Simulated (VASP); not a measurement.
# Al2Cu (P4/mmm) in VASP: notebook, part 2 of 2

VASP 6.6.1. Earlier steps stand in the parts before.

## (4) Single point, LDA

This run uses another cell than the first one, of 16.60 Å³/atom.

INCAR

```
SYSTEM = Al2Cu
ALGO     = Normal         ! electronic algorithm
EDIFF    = 1E-6           ! SCF threshold, eV
ENCUT    = 520            ! plane-wave cutoff, eV
GGA      = CA             ! functional
ISIF     = 2              ! what is computed and relaxed
ISMEAR   = 0              ! smearing method
LASPH    = .TRUE.         ! aspherical terms in the spheres
LCHARG   = .FALSE.        ! write CHGCAR
LREAL    = .FALSE.        ! projectors in reciprocal space
LWAVE    = .FALSE.        ! write WAVECAR
NBANDS   = 16             ! bands
NELM     = 80             ! most SCF steps
PREC     = Accurate       ! precision mode
SIGMA    = 0.15           ! smearing width, eV
```

KPOINTS

```
k-points
0
G
  10 10 14
  0 0 0
```

POSCAR

```
Al2Cu
1.0
    4.0422638858      0.0000000000      0.0000000000
    0.0000000000      4.0422638858      0.0000000000
    0.0000000000      0.0000000000      3.0471000000
Al Cu
2 1
Direct
    0.5000000000      0.0000000000      0.5000000000
    0.0000000000      0.5000000000      0.5000000000
    0.0000000000      0.0000000000      0.0000000000
```

Potentials or basis: VASP PAW LDA potentials, release 64 (Al, Cu).

On the command line:

```sh
$ cat potpaw_LDA.64/Al/POTCAR potpaw_LDA.64/Cu/POTCAR > POTCAR
$ mpirun -np 1 vasp_std > vasp.out
```

OUTCAR:

```text
SYSTEM = Al2Cu
   EDIFF = 1E-6
   ENCUT = 520
   GGA = CA
   ISIF = 2
   ISMEAR = 0
   LASPH = .TRUE.
   LREAL = .FALSE.
   NELM = 80
   PREC = Accurate

 ion  position               nearest neighbor table
   1  0.500  0.000  0.500-   3 2.53   3 2.53   3 2.53   3 2.53   2 2.86   2 2.86   2 2.86   2 2.86

   2  0.000  0.500  0.500-   3 2.53   3 2.53   3 2.53   3 2.53   1 2.86   1 2.86   1 2.86   1 2.86

   3  0.000  0.000  0.000-   1 2.53   2 2.53   1 2.53   2 2.53   2 2.53   2 2.53   1 2.53   1 2.53

  LATTYP: Found a simple tetragonal cell.
 ALAT       =     4.0422638858
 C/A-ratio  =     0.7538102623

  Lattice vectors:

 A1 = (   4.0422638858,   0.0000000000,   0.0000000000)
 A2 = (   0.0000000000,   4.0422638858,   0.0000000000)
 A3 = (   0.0000000000,   0.0000000000,   3.0471000000)

Analysis of symmetry for initial positions (statically):
=====================================================================
 Subroutine PRICEL returns:
 Original cell was already a primitive cell.

 Routine SETGRP: Setting up the symmetry group for a
 simple tetragonal supercell.

 Subroutine GETGRP returns: Found 16 space group operations
 (whereof 16 operations were pure point group operations)
 out of a pool of 16 trial point group operations.

The static configuration has the point symmetry D_4h.

Analysis of symmetry for dynamics (positions and initial velocities):
=====================================================================
 Subroutine PRICEL returns:
 Original cell was already a primitive cell.

 Routine SETGRP: Setting up the symmetry group for a
 simple tetragonal supercell.

 Subroutine GETGRP returns: Found 16 space group operations
 (whereof 16 operations were pure point group operations)
 out of a pool of 16 trial point group operations.

The dynamic configuration has the point symmetry D_4h.

 Subroutine INISYM returns: Found 16 space group operations
 (whereof 16 operations are pure point group operations),
 and found     1 'primitive' translations

----------------------------------------------------------------------------------------

                                     Primitive cell

  volume of cell :      49.7893

  direct lattice vectors                    reciprocal lattice vectors
     4.042263886  0.000000000  0.000000000     0.247386125  0.000000000  0.000000000
     0.000000000  4.042263886  0.000000000     0.000000000  0.247386125  0.000000000
     0.000000000  0.000000000  3.047100000     0.000000000  0.000000000  0.328180893

  length of vectors
     4.042263886  4.042263886  3.047100000     0.247386125  0.247386125  0.328180893

  position of ions in fractional coordinates (direct lattice)
     0.500000000  0.000000000  0.500000000
     0.000000000  0.500000000  0.500000000
     0.000000000  0.000000000  0.000000000

  ion indices of the primitive-cell ions
   primitive index   ion index
                 1           1
                 2           2
                 3           3

----------------------------------------------------------------------------------------

 KPOINTS: k-points

Automatic generation of k-mesh.
 Grid dimensions read from file:
 generate k-points for:   10   10   14

 Generating k-lattice:

  Cartesian coordinates                     Fractional coordinates (reciprocal lattice)
     0.024738613  0.000000000  0.000000000     0.100000000  0.000000000  0.000000000
     0.000000000  0.024738613  0.000000000     0.000000000  0.100000000  0.000000000
     0.000000000  0.000000000  0.023441492     0.000000000  0.000000000  0.071428571

  Length of vectors
     0.024738613  0.024738613  0.023441492

  Shift w.r.t. Gamma in fractional coordinates (k-lattice)
     0.000000000  0.000000000  0.000000000

 Subroutine IBZKPT returns following result:
 ===========================================

 Found    168 irreducible k-points:

 Following reciprocal coordinates:
            Coordinates               Weight
  0.000000  0.000000  0.000000      1.000000
  0.100000  0.000000  0.000000      4.000000
  0.200000  0.000000  0.000000      4.000000
  0.300000  0.000000  0.000000      4.000000
  0.400000  0.000000  0.000000      4.000000
  0.500000  0.000000  0.000000      2.000000
[... 16 lines left out ...]
  0.100000  0.000000  0.071429      8.000000
  0.200000  0.000000  0.071429      8.000000
 [... further k-points ...]
   k-points           NKPTS =    168   k-points in BZ     NKDIM =    168   number of bands    NBANDS=     16
   number of dos      NEDOS =    301   number of ions     NIONS =      3
   total plane-waves  NPLWV =  21600
   dimension x,y,z NGX =    30 NGY =   30 NGZ =   24
   dimension x,y,z NGXF=    60 NGYF=   60 NGZF=   48
   ions per type =               2   1
   NGX,Y,Z   is equivalent  to a cutoff of  12.34, 12.34, 13.09 a.u.
   NGXF,Y,Z  is equivalent  to a cutoff of  24.68, 24.68, 26.19 a.u.
 SYSTEM =  Al2Cu
   PREC   = accura    normal or accurate (medium, high low for compatibility)
   ISTART =      0    job   : 0-new  1-cont  2-samecut
   ICHARG =      2    charge: 1-file 2-atom 10-const
   ISPIN  =      1    spin polarized calculation?
   LNONCOLLINEAR =      F non collinear calculations
   LSORBIT =      F    spin-orbit coupling
   LASPH  =      T    aspherical Exc in radial PAW
   ENCUT  =  520.0 eV  38.22 Ry    6.18 a.u.   7.52  7.52  5.67*2*pi/ulx,y,z
   NELM   =     80;   NELMIN=  2; NELMDL= -5     # of ELM steps
   EDIFF  = 0.1E-05   stopping-criterion for ELM
   LREAL  =      F    real-space projection
   EDIFFG = 0.1E-04   stopping-criterion for IOM
   NSW    =      0    number of steps for IOM
   IBRION =     -1    ionic relax: 0-MD 1-quasi-New 2-CG
   NFREE  =      0    steps in history (QN), initial steepest desc. (CG)
   ISIF   =      2    stress and relaxation
   ISYM   =      2    0-nonsym 1-usesym 2-fastsym
   POTIM  = 0.5000    time-step for ionic-motion
   TEBEG  =    0.0;   TEEND  =   0.0 temperature during run
   PSTRESS=    0.0 pullay stress
   NELECT =      17.0000    total number of electrons
   NUPDOWN=      -1.0000    fix difference up-down
   EMIN   =  10.00;   EMAX   =-10.00  energy-range for DOS
   EFERMI =   0.00;   METHOD = LEGACY
   ISMEAR =     0;   SIGMA  =   0.15  broadening in eV -4-tet -1-fermi 0-gaus
   EFERMI_NEDOS =   21; number of points for ismear=-14 and -15
   IALGO  =     38    algorithm
   IMIX   =      4    mixing-type and parameters
     AMIX     =   0.40;   BMIX     =  1.00
     AMIX_MAG =   1.60;   BMIX_MAG =  1.00
  volume/ion in A,a.u.               =      16.60       112.00
  Fermi-wavevector in a.u.,A,eV,Ry     =   1.144228  2.162277 17.813524  1.309257
  Thomas-Fermi vector in A             =   2.280920
   LORBIT       =      0    0 simple, 1 ext, 2 COOP (PROOUT), +10 PAW based schemes
   GGA     = CA    functional components
   LHFCALC =     F    Hartree Fock is set to
   AEXX    =    0.0000 exact exchange contribution
   IVDW    =     0    specifies the selected vdW correction
   LEPSILON=     F    determine dielectric tensor
   LRPA    =     F    only Hartree local field effects (RPA)
 non-spin polarized calculation
 Gauss-broadening in eV      SIGMA  =   0.15
  energy-cutoff  :      520.00
  volume of cell :       49.79
 maximum number of plane-waves:      1360
   NGX = 15   NGY = 15   NGZ = 11

 number of electron      16.9999989 magnetization

 Free energy of the ion-electron system (eV)
  ---------------------------------------------------
  ext. energy  EPLUGINS =         0.00000000
  ---------------------------------------------------
  free energy    TOTEN  =       -13.10270384 eV

  energy without entropy =      -13.08959120  energy(sigma->0) =      -13.09614752

 E-fermi :   6.5755     XC(G=0): -10.4988

 val. band max:        6.5649150535   @ k =   0.5000   0.4000   0.5000
 cond. band min:       6.5820537623   @ k =   0.2000   0.1000   0.3571
 fundamental gap:      0.0171387088
 Fermi energy:         6.5754966704

 k-point     1 :       0.0000    0.0000    0.0000
  band No.  band energies     occupation
      1      -3.6284      2.00000
      2       1.5553      2.00000
      3       1.9768      2.00000
      4       2.6003      2.00000
      5       2.6254      2.00000
      6       2.6254      2.00000
[... 433 lines left out ...]
      3       1.9493      2.00000
      4       2.5209      2.00000
      5       2.5278      2.00000
      6       2.5795      2.00000
[... 8 lines left out ...]
     15      15.6802      0.00000
     16      17.3693      0.00000

 [... further k-points ...]

------------------------ aborting loop because EDIFF is reached ----------------------------------------

  FORCE on cell =-STRESS in cart. coord.  units (eV):
  Direction    XX          YY          ZZ          XY          YZ          ZX
  --------------------------------------------------------------------------------------
  -------------------------------------------------------------------------------------
  Total       -1.2786781     -1.2786781     -3.2082624      0.0000000      0.0000000      0.0000000
  in kB      -41.1467737    -41.1467737   -103.2391542      0.0000000      0.0000000      0.0000000
  external PRESSURE =     -61.8442339 kB  Pullay stress =       0.0000000 kB

 VOLUME and BASIS-vectors are now :
 -----------------------------------------------------------------------------
  energy-cutoff  :      520.00
  volume of cell :       49.79
      direct lattice vectors                 reciprocal lattice vectors
     4.042263886  0.000000000  0.000000000     0.247386125  0.000000000  0.000000000
     0.000000000  4.042263886  0.000000000     0.000000000  0.247386125  0.000000000
     0.000000000  0.000000000  3.047100000     0.000000000  0.000000000  0.328180893

 POSITION                                       TOTAL-FORCE (eV/Angst)
 -----------------------------------------------------------------------------------
      2.02113      0.00000      1.52355         0.000000      0.000000      0.000000
      0.00000      2.02113      1.52355         0.000000      0.000000      0.000000
      0.00000      0.00000      0.00000         0.000000      0.000000      0.000000
 -----------------------------------------------------------------------------------
    total drift:                                0.000000      0.000000      0.000000

  FREE ENERGIE OF THE ION-ELECTRON SYSTEM (eV)
  ---------------------------------------------------
  free  energy   TOTEN  =       -13.1027038369 eV

  energy  without entropy=      -13.0895911996  energy(sigma->0) =      -13.09614752
```

It took 48 s on 1 thread of Intel Xeon 6975P-C (Granite Rapids), shared host; peak memory 0.24 GiB.

Results:

- Free energy: -13.1027 eV
- Pressure: -6.2 GPa
- Band gap on the k mesh: zero (an odd number of electrons rules out a gap without spin polarisation)

Stress tensor (GPa, compression positive):
```
 -4.11   0.00   0.00
  0.00  -4.11   0.00
  0.00   0.00 -10.32
```

Caveat: the stress differs along the axes, from -10 to -4 GPa.

## (5) Single point, LDA

This run uses another cell than the first one, of 16.66 Å³/atom.

INCAR

```
PREC = Accurate
ENCUT = 520
EDIFF = 1E-6
ISMEAR = 0
SIGMA = 0.15
LREAL = F
LASPH = T
NELM = 100
ALGO = Normal
ISIF = 2
LWAVE = F
LCHARG = T
LELF = T
LVHAR = T
NBANDS = 16
```

KPOINTS

```
regular mesh
0
Gamma
  10 10 14
```

POSCAR

```
Al2Cu
1.0
    4.3252000000      0.0000000000      0.0000000000
    0.0000000000      4.3252000000      0.0000000000
    0.0000000000      0.0000000000      2.6709000000
Al Cu
2 1
Direct
    0.5000000000      0.0000000000      0.5000000000
    0.0000000000      0.5000000000      0.5000000000
    0.0000000000      0.0000000000      0.0000000000
```

Potentials or basis: VASP PAW LDA potentials, release 64 (Al, Cu).

On the command line:

```sh
$ cat potpaw_LDA.64/Al/POTCAR potpaw_LDA.64/Cu/POTCAR > POTCAR
$ mpirun -np 1 vasp_std > vasp.out
```

OUTCAR:

```text
PREC = Accurate
   ENCUT = 520
   EDIFF = 1E-6
   ISMEAR = 0
   LREAL = F
   LASPH = T
   NELM = 100
   ISIF = 2

 ion  position               nearest neighbor table
   1  0.500  0.000  0.500-   3 2.54   3 2.54   3 2.54   3 2.54   2 3.06   2 3.06   2 3.06   2 3.06

   2  0.000  0.500  0.500-   3 2.54   3 2.54   3 2.54   3 2.54   1 3.06   1 3.06   1 3.06   1 3.06

   3  0.000  0.000  0.000-   1 2.54   2 2.54   1 2.54   2 2.54   2 2.54   2 2.54   1 2.54   1 2.54

  LATTYP: Found a simple tetragonal cell.
[... 651 lines left out ...]

  FORCE on cell =-STRESS in cart. coord.  units (eV):
  Direction    XX          YY          ZZ          XY          YZ          ZX
  --------------------------------------------------------------------------------------
  -------------------------------------------------------------------------------------
  Total       -2.4343065     -2.4343065      0.1531060      0.0000000     -0.0000000      0.0000000
  in kB      -78.0577148    -78.0577148      4.9094481      0.0000000     -0.0000000      0.0000000
  external PRESSURE =     -50.4019938 kB  Pullay stress =       0.0000000 kB

 VOLUME and BASIS-vectors are now :
 -----------------------------------------------------------------------------
  energy-cutoff  :      520.00
  volume of cell :       49.97
      direct lattice vectors                 reciprocal lattice vectors
     4.325200000  0.000000000  0.000000000     0.231203181  0.000000000  0.000000000
     0.000000000  4.325200000  0.000000000     0.000000000  0.231203181  0.000000000
     0.000000000  0.000000000  2.670900000     0.000000000  0.000000000  0.374405631

 POSITION                                       TOTAL-FORCE (eV/Angst)
 -----------------------------------------------------------------------------------
      2.16260      0.00000      1.33545         0.000000      0.000000      0.000000
      0.00000      2.16260      1.33545         0.000000      0.000000      0.000000
      0.00000      0.00000      0.00000         0.000000      0.000000      0.000000
 -----------------------------------------------------------------------------------
    total drift:                               -0.000000     -0.000000      0.000000

  FREE ENERGIE OF THE ION-ELECTRON SYSTEM (eV)
  ---------------------------------------------------
  free  energy   TOTEN  =       -13.0634371856 eV

  energy  without entropy=      -13.0504130389  energy(sigma->0) =      -13.05692511
```

OSZICAR:

```text
N       E                     dE             d eps       ncg     rms          rms(c)
DAV:   1     0.615308845945E+02    0.61531E+02   -0.68717E+03  5376   0.111E+03
DAV:   2    -0.123442381792E+02   -0.73875E+02   -0.65525E+02  5688   0.202E+02
DAV:   3    -0.150758809763E+02   -0.27316E+01   -0.26663E+01  7296   0.440E+01
DAV:   4    -0.151352261547E+02   -0.59345E-01   -0.59320E-01  6424   0.548E+00
DAV:   5    -0.151379754633E+02   -0.27493E-02   -0.27492E-02  8368   0.137E+00    0.134E+01
DAV:   6    -0.167956843912E+02   -0.16577E+01   -0.33214E+01  6240   0.200E+02    0.110E+01
DAV:   7    -0.132023700954E+02    0.35933E+01   -0.92012E+00  6704   0.830E+01    0.206E+00
DAV:   8    -0.131727021330E+02    0.29668E-01   -0.14956E+00  8104   0.367E+01    0.269E+00
DAV:   9    -0.130620040407E+02    0.11070E+00   -0.34970E-01  6920   0.200E+01    0.168E-01
DAV:  10    -0.130656854464E+02   -0.36814E-02   -0.21390E-02  8672   0.345E+00    0.330E-01
DAV:  11    -0.130635219491E+02    0.21635E-02   -0.86168E-03  7344   0.332E+00    0.751E-02
DAV:  12    -0.130634458235E+02    0.76126E-04   -0.58803E-04  8408   0.551E-01    0.218E-02
DAV:  13    -0.130634384769E+02    0.73466E-05   -0.21164E-05  8680   0.103E-01    0.865E-03
DAV:  14    -0.130634373961E+02    0.10808E-05   -0.15987E-06  4624   0.387E-02    0.333E-03
DAV:  15    -0.130634371856E+02    0.21046E-06   -0.53625E-07  3856   0.180E-02
   1 F= -.13063437E+02 E0= -.13056925E+02  d E =-.130241E-01
```

It took 38 s on 1 thread of Intel Xeon 6975P-C (Granite Rapids), shared host; peak memory 0.23 GiB.

What came out:

- Free energy: -13.0634 eV
- Pressure: -5.0 GPa
- Band gap on the k mesh: zero (an odd number of electrons rules out a gap without spin polarisation)

Stress tensor (GPa, compression positive):
```
-7.81  0.00  0.00
 0.00 -7.81  0.00
 0.00  0.00  0.49
```

Caveat: the stress differs along the axes, from -8 to 0 GPa.

## (6) Single point, LDA

This run uses another cell than the first one, of 16.83 Å³/atom.

INCAR

```
SYSTEM = Al2Cu
  PREC = Accurate
  ENCUT = 520
  EDIFF = 1E-6
  ISMEAR = 0
  SIGMA = 0.15
  LREAL = .False.
  LASPH = .True.
  NELM = 100
  ALGO = Fast
  ISIF = 2
  LWAVE = .False.
  LCHARG = .False.
  GGA = CA
  NBANDS = 16
```

KPOINTS

```
regular mesh
0
Gamma
  10 10 14
  0 0 0
```

POSCAR

```
Al2Cu
1.0
    4.2309000000      0.0000000000      0.0000000000
    0.0000000000      4.2309000000      0.0000000000
    0.0000000000      0.0000000000      2.8213781230
Al Cu
2 1
Direct
    0.5000000000      0.0000000000      0.5000000000
    0.0000000000      0.5000000000      0.5000000000
    0.0000000000      0.0000000000      0.0000000000
```

Potentials or basis: VASP PAW LDA potentials, release 64 (Al, Cu).

On the command line:

```sh
$ cat potpaw_LDA.64/Al/POTCAR potpaw_LDA.64/Cu/POTCAR > POTCAR
$ mpirun -np 1 vasp_std > vasp.out
```

It took 43 s on 1 thread of Intel Xeon 6975P-C (Granite Rapids), shared host; peak memory 0.24 GiB.

Results (log left out):

* Free energy: -13.1180 eV
* Pressure: -6.9 GPa
* Band gap on the k mesh: zero (an odd number of electrons rules out a gap without spin polarisation)

Stress tensor (GPa, compression positive):
```
-7.59  0.00  0.00
 0.00 -7.59  0.00
 0.00  0.00 -5.55
```

Levels at points of the mesh, in eV from the Fermi level:
```
           k point  band 5  band 6  band 7  band 8  band 9  band 10  band 11  band 12  band 13  band 14
(0.00, 0.00, 0.00)   -3.94   -3.94   -2.53   -2.53   -0.69     0.68     5.32     5.32     6.69     6.96
(0.50, 0.00, 0.00)   -4.34   -3.96   -3.93   -1.33    1.23     1.28     1.36     7.76     8.24     8.79
(0.50, 0.50, 0.00)   -4.38   -4.25   -3.95   -3.95   -2.41     8.25     8.25     8.71     8.83    10.01
(0.00, 0.00, 0.50)   -4.70   -4.02   -2.81    2.00    2.59     2.59     2.70     2.70     3.10     3.28
(0.50, 0.00, 0.50)   -4.11   -4.09   -2.90   -2.26   -1.51     3.67     3.81     4.34     4.53     5.40
(0.50, 0.50, 0.50)   -3.89   -3.14   -2.25   -2.25   -0.64    -0.48    -0.09    -0.09     2.54    10.63
```

Caveat: the cell stands under tension.

## (7) The runs side by side

| cell | gap on the mesh (eV) | pressure (GPa) |
| --- | --- | --- |
| a = 4.231, b = 4.231, c = 2.746 Å, 3 atoms | none | -5.0 |
| a = 4.137, b = 4.137, c = 2.897 Å, 3 atoms | none | -6.2 |
| a = 4.042, b = 4.042, c = 3.047 Å, 3 atoms | none | -6.2 |
| a = 4.325, b = 4.325, c = 2.671 Å, 3 atoms | none | -5.0 |
| a = 4.231, b = 4.231, c = 2.821 Å, 3 atoms | none | -6.9 |

Alike in all rows: task single point; level LDA; potentials or basis VASP PAW LDA potentials, release 64 (Al, Cu); no spin polarisation; k mesh 10 × 10 × 14; cutoff (eV) 520; smearing gaussian 0.15 eV.

Caveats: the cell stands under tension (at least some runs); the stress differs along the axes, from -10 to -4 GPa (at least some runs); the stress differs along the axes, from -8 to 0 GPa (at least some runs).

Absolute energies hang on the potentials; compare differences alone.

The gap in the log of VASP goes by the Fermi energy; the results here count the filled bands.